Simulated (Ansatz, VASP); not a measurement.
# Rb: VASP beside Ansatz

```
Rb
1.0
     4.97566    0.00000    0.00000
    -2.48783    4.30905    0.00000
     0.00000    0.00000    8.12526
Rb
2
Cartesian
  0.0000 2.8727 2.0313
  2.4878 1.4364 6.0939
```

Alike in both runs: task relaxation of cell and atoms; functional LDA; k mesh 7 × 7 × 4; occupations fermi-dirac, width 0.1 eV; no spin polarisation.

|  | VASP | Ansatz |
| --- | --- | --- |
| version | VASP 6.6.1 | Ansatz 0.2.0 |
| potentials or method | VASP PAW LDA potentials, release 64 (Rb_sv), cutoff 600 eV | plane waves (420 eV) with PAW, scalar-relativistic |
| valence electrons in the cell | 18 | 18 |

|  | VASP | Ansatz | Ansatz less VASP |
| --- | --- | --- | --- |
| relaxed volume (Å³/atom) | 77.86 | 78.10 | +0.246 |
| relaxed length of the cell vector where the two differ most in proportion (Å) | 7.867 | 7.886 | +0.0194 |

Ansatz warns that its potentials were made for another functional, while VASP's fit it. LDA's correlation is that of Perdew and Zunger in VASP and of Perdew and Wang (1992) in Ansatz.
